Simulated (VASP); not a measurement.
# Pb2O (Pn-3m) in VASP: further runs

Runs on Pb2O. Level: r2SCAN. Tasks: single point.

Everything below comes from runs of VASP 6.6.1. Logs are shortened: lines on timing, memory, paths and dates and some standing lists are left out, and cuts for length are marked.

### Step 1. The cell of the first run

The structure is cubic, space group Pn-3m (No. 224). Conventional cell: a = 5.413 Å, b = 5.413 Å, c = 5.413 Å, α = 90.00°, β = 90.00°, γ = 90.00°. Pb (site symmetry -3m) has 2 O at 2.34 Å within 3.1 Å. Within 3.1 Å of O (site symmetry -43m) lie 4 Pb at 2.34 Å.

### Step 2. Single point, r2SCAN

Contents of POSCAR:

```
Pb2O
1.0
    5.4126596700      0.0000000000      0.0000000000
    0.0000000000      5.4126596700      0.0000000000
    0.0000000000      0.0000000000      5.4126596700
Pb O
4 2
Direct
    0.2500000000      0.2500000000      0.2500000000
    0.7500000000      0.7500000000      0.2500000000
    0.2500000000      0.7500000000      0.7500000000
    0.7500000000      0.2500000000      0.7500000000
    0.0000000000      0.0000000000      0.0000000000
    0.5000000000      0.5000000000      0.5000000000
```

Contents of INCAR.step1:

```
SYSTEM = Pb2O
ALGO = Normal
EDIFF = 1E-4
ENCUT = 520
GGA = PE
ISMEAR = -1
LASPH = .True.
LCHARG = .False.
LREAL = .False.
LWAVE = .True.
NBANDS = 43
NELM = 60
PREC = Accurate
SIGMA = 0.1
```

Contents of INCAR.step2:

```
SYSTEM = Pb2O
ALGO = Normal
EDIFF = 1E-7
ENCUT = 520
ISIF = 2
ISMEAR = -1
ISTART = 1
LASPH = .True.
LCHARG = .True.
LELF = .True.
LMIXTAU = .True.
LREAL = .False.
LVHAR = .True.
LWAVE = .False.
METAGGA = R2SCAN
NBANDS = 43
NELM = 60
PREC = Accurate
SIGMA = 0.1
```

Contents of KPOINTS:

```
k-points
0
Gamma
  6 6 6
  0 0 0
```

Potentials or basis: VASP PAW PBE potentials, release 64 (Pb_d, O).

Run with:

```bash
$ cat potpaw_PBE.64/Pb_d/POTCAR potpaw_PBE.64/O/POTCAR > POTCAR
$ cp INCAR.step1 INCAR
$ mpirun -np 1 vasp_std > vasp.out
$ cp INCAR.step2 INCAR
$ mpirun -np 1 vasp_std > vasp.out
```

OUTCAR:

```text
SYSTEM = Pb2O
   EDIFF = 1E-7
   ENCUT = 520
   ISIF = 2
   ISMEAR = -1
   ISTART = 1
   LASPH = .True.
   LREAL = .False.
   METAGGA = R2SCAN
   NELM = 60
   PREC = Accurate

 ion  position               nearest neighbor table
   1  0.250  0.250  0.250-   5 2.34   6 2.34   4 3.83   2 3.83   3 3.83   3 3.83   4 3.83   2 3.83
                             3 3.83   3 3.83   2 3.83   4 3.83   4 3.83   2 3.83
   2  0.750  0.750  0.250-   5 2.34   6 2.34   4 3.83   1 3.83   3 3.83   3 3.83   4 3.83   1 3.83
                             4 3.83   4 3.83   1 3.83   3 3.83   3 3.83   1 3.83
   3  0.250  0.750  0.750-   5 2.34   6 2.34   4 3.83   1 3.83   2 3.83   1 3.83   2 3.83   1 3.83
                             4 3.83   1 3.83   2 3.83   4 3.83   2 3.83   4 3.83
   4  0.750  0.250  0.750-   5 2.34   6 2.34   3 3.83   1 3.83   2 3.83   1 3.83   2 3.83   2 3.83
                             3 3.83   2 3.83   1 3.83   3 3.83   1 3.83   3 3.83
   5  0.000  0.000  0.000-   1 2.34   2 2.34   3 2.34   4 2.34
   6  0.500  0.500  0.500-   1 2.34   2 2.34   3 2.34   4 2.34

  LATTYP: Found a simple cubic cell.
 ALAT       =     5.4126596700

  Lattice vectors:

 A1 = (   5.4126596700,   0.0000000000,   0.0000000000)
 A2 = (   0.0000000000,   5.4126596700,   0.0000000000)
 A3 = (   0.0000000000,   0.0000000000,   5.4126596700)

Analysis of symmetry for initial positions (statically):
=====================================================================
 Subroutine PRICEL returns:
 Original cell was already a primitive cell.

 Routine SETGRP: Setting up the symmetry group for a
 simple cubic supercell.

 Subroutine GETGRP returns: Found 48 space group operations
 (whereof 24 operations were pure point group operations)
 out of a pool of 48 trial point group operations.

The static configuration has the point symmetry T_d .
 The point group associated with its full space group is O_h .

Analysis of symmetry for dynamics (positions and initial velocities):
=====================================================================
 Subroutine PRICEL returns:
 Original cell was already a primitive cell.

 Routine SETGRP: Setting up the symmetry group for a
 simple cubic supercell.

 Subroutine GETGRP returns: Found 48 space group operations
 (whereof 24 operations were pure point group operations)
 out of a pool of 48 trial point group operations.

The dynamic configuration has the point symmetry T_d .
 The point group associated with its full space group is O_h .

 Subroutine INISYM returns: Found 48 space group operations
 (whereof 24 operations are pure point group operations),
 and found     1 'primitive' translations
[... 101 lines left out ...]
   NSW    =      0    number of steps for IOM
   IBRION =     -1    ionic relax: 0-MD 1-quasi-New 2-CG
   NFREE  =      0    steps in history (QN), initial steepest desc. (CG)
   ISIF   =      2    stress and relaxation
   ISYM   =      2    0-nonsym 1-usesym 2-fastsym
   POTIM  = 0.5000    time-step for ionic-motion
   TEBEG  =    0.0;   TEEND  =   0.0 temperature during run
   PSTRESS=    0.0 pullay stress
   NELECT =      68.0000    total number of electrons
   NUPDOWN=      -1.0000    fix difference up-down
   EMIN   =  10.00;   EMAX   =-10.00  energy-range for DOS
   EFERMI =   0.00;   METHOD = LEGACY
   ISMEAR =    -1;   SIGMA  =   0.10  broadening in eV -4-tet -1-fermi 0-gaus
   EFERMI_NEDOS =   21; number of points for ismear=-14 and -15
   IALGO  =     38    algorithm
   IMIX   =      4    mixing-type and parameters
     AMIX     =   0.40;   BMIX     =  1.00
     AMIX_MAG =   1.60;   BMIX_MAG =  1.00
  volume/ion in A,a.u.               =      26.43       178.35
  Fermi-wavevector in a.u.,A,eV,Ry     =   1.234526  2.332917 20.736036  1.524056
  Thomas-Fermi vector in A             =   2.369213
   LORBIT       =      0    0 simple, 1 ext, 2 COOP (PROOUT), +10 PAW based schemes
   METAGGA = R2SCAN    functional components
   LHFCALC =     F    Hartree Fock is set to
   AEXX    =    0.0000 exact exchange contribution
   IVDW    =     0    specifies the selected vdW correction
   LEPSILON=     F    determine dielectric tensor
   LRPA    =     F    only Hartree local field effects (RPA)
 non-spin polarized calculation
  energy-cutoff  :      520.00
  volume of cell :      158.57
 maximum number of plane-waves:      4337
   NGX = 21   NGY = 21   NGZ = 21

 number of electron      68.0000011 magnetization

 Free energy of the ion-electron system (eV)
  ---------------------------------------------------
  ext. energy  EPLUGINS =         0.00000000
  ---------------------------------------------------
  free energy    TOTEN  =      -239.73084461 eV

  energy without entropy =     -239.67845369  energy(sigma->0) =     -239.70464915

 E-fermi :   4.7301     XC(G=0): -10.0335

 val. band max:        4.6941427257   @ k =   0.5000   0.3333   0.3333
 cond. band min:       4.7996589920   @ k =   0.5000   0.1667   0.1667
 fundamental gap:      0.1055162663
 Fermi energy:         4.7301348336

 k-point     1 :       0.0000    0.0000    0.0000
  band No.  band energies     occupation
      1     -14.7460      2.00000
      2     -13.7237      2.00000
      3     -12.4052      2.00000
      4     -12.4052      2.00000
      5     -12.3510      2.00000
      6     -12.3510      2.00000
[... 909 lines left out ...]
     42      12.8028      0.00000
     43      12.8028      0.00000

------------------------ aborting loop because EDIFF is reached ----------------------------------------

  FORCE on cell =-STRESS in cart. coord.  units (eV):
  Direction    XX          YY          ZZ          XY          YZ          ZX
  --------------------------------------------------------------------------------------
  -------------------------------------------------------------------------------------
  Total        0.1389077      0.1389077      0.1389077     -0.0000000     -0.0000000      0.0000000
  in kB        1.4034748      1.4034748      1.4034748     -0.0000000     -0.0000000      0.0000000
  external PRESSURE =       1.4034748 kB  Pullay stress =       0.0000000 kB

 VOLUME and BASIS-vectors are now :
 -----------------------------------------------------------------------------
  energy-cutoff  :      520.00
  volume of cell :      158.57
      direct lattice vectors                 reciprocal lattice vectors
     5.412659670  0.000000000  0.000000000     0.184752056  0.000000000  0.000000000
     0.000000000  5.412659670  0.000000000     0.000000000  0.184752056  0.000000000
     0.000000000  0.000000000  5.412659670     0.000000000  0.000000000  0.184752056

 POSITION                                       TOTAL-FORCE (eV/Angst)
 -----------------------------------------------------------------------------------
      1.35316      1.35316      1.35316         0.000000     -0.000000     -0.000000
      4.05949      4.05949      1.35316        -0.000000      0.000000      0.000000
      1.35316      4.05949      4.05949        -0.000000     -0.000000     -0.000000
      4.05949      1.35316      4.05949         0.000000      0.000000     -0.000000
      0.00000      0.00000      0.00000        -0.000000      0.000000     -0.000000
      2.70633      2.70633      2.70633        -0.000000      0.000000     -0.000000
 -----------------------------------------------------------------------------------
    total drift:                                0.000000      0.000000     -0.000000

  FREE ENERGIE OF THE ION-ELECTRON SYSTEM (eV)
  ---------------------------------------------------
  free  energy   TOTEN  =      -239.7308446053 eV

  energy  without entropy=     -239.6784536898  energy(sigma->0) =     -239.70464915
```

Wall time 3.5 min (1 thread of Intel Xeon 6975P-C (Granite Rapids), shared host); peak memory 0.31 GiB.

Results:

| Item | Value |
| --- | --- |
| Free energy | -239.7308 eV |
| Pressure | 0.1 GPa |
| Band gap on the k mesh | zero (bands 34 and 35 overlap by 0.96 eV) |

Levels at points of the mesh, in eV from the Fermi level:
```tsv
k point	band 31	band 32	band 33	band 34	band 35	band 36	band 37	band 38
(0.00, 0.00, 0.00)	-2.08	-0.66	-0.66	-0.66	2.11	2.11	2.11	3.02
(0.50, 0.00, 0.00)	-1.07	-1.07	-0.59	-0.59	1.11	1.11	2.03	2.03
(0.50, 0.50, 0.00)	-1.30	-1.30	-0.15	-0.15	1.51	1.51	1.99	1.99
(0.50, 0.50, 0.50)	-0.96	-0.96	-0.89	-0.89	-0.89	1.66	4.70	4.70
```

Caveat: the PAW data sets were made with another functional, which shifts forces and pressure a little; spin-orbit coupling is left out, which moves the levels of the heavy elements.

### Step 3. Single point, r2SCAN

This run uses another cell than the first one, of 26.96 Å³/atom.

Changes to POSCAR since step 2:

```diff
@@ -2,5 +2,5 @@
 1.0
-    5.4126596700      0.0000000000      0.0000000000
-    0.0000000000      5.4126596700      0.0000000000
-    0.0000000000      0.0000000000      5.4126596700
+    5.4485061400      0.0000000000      0.0000000000
+    0.0000000000      5.4485061400      0.0000000000
+    0.0000000000      0.0000000000      5.4485061400
 Pb O
```

Contents of INCAR.step1:

```
SYSTEM = Pb2O
PREC = Accurate
ENCUT = 520
ISMEAR = -1
SIGMA = 0.1
LREAL = .False.
LASPH = .True.
NELM = 60
NBANDS = 43
GGA = PE
ALGO = Normal
EDIFF = 1E-4
LWAVE = .True.
LCHARG = .False.
```

Contents of INCAR.step2:

```
SYSTEM = Pb2O
PREC = Accurate
ENCUT = 520
EDIFF = 1E-7
ISMEAR = -1
SIGMA = 0.1
LREAL = .False.
LASPH = .True.
NELM = 60
ALGO = Normal
ISIF = 2
LWAVE = .False.
LCHARG = .False.
METAGGA = R2SCAN
LMIXTAU = .True.
NBANDS = 43
ISTART = 1
```

Contents of KPOINTS:

```
Automatic mesh
0
Gamma
  6 6 6
  0 0 0
```

Potentials or basis: VASP PAW PBE potentials, release 64 (Pb_d, O).

Run with:

```bash
$ cat potpaw_PBE.64/Pb_d/POTCAR potpaw_PBE.64/O/POTCAR > POTCAR
$ cp INCAR.step1 INCAR
$ mpirun -np 1 vasp_std > vasp.out
$ cp INCAR.step2 INCAR
$ mpirun -np 1 vasp_std > vasp.out
```

Run time: 4.3 min. Hardware: 1 thread of Intel Xeon 6975P-C (Granite Rapids), shared host; peak memory 0.34 GiB.

Results (log left out):

```yaml
Free_energy: -239.7253 eV
Pressure: -0.9 GPa
Band_gap_on_the_k_mesh: zero (bands 34 and 35 overlap by 0.93 eV)
```

Levels at points of the mesh, in eV from the Fermi level:
```tsv
k point	band 31	band 32	band 33	band 34	band 35	band 36	band 37	band 38
(0.00, 0.00, 0.00)	-2.03	-0.69	-0.69	-0.69	2.07	2.07	2.07	2.96
(0.50, 0.00, 0.00)	-1.09	-1.09	-0.57	-0.57	1.06	1.06	2.00	2.00
(0.50, 0.50, 0.00)	-1.31	-1.31	-0.15	-0.15	1.46	1.46	1.96	1.96
(0.50, 0.50, 0.50)	-0.97	-0.97	-0.86	-0.86	-0.86	1.64	4.59	4.59
```

Caveat: the PAW data sets were made with another functional, which shifts forces and pressure a little; spin-orbit coupling is left out, which moves the levels of the heavy elements.
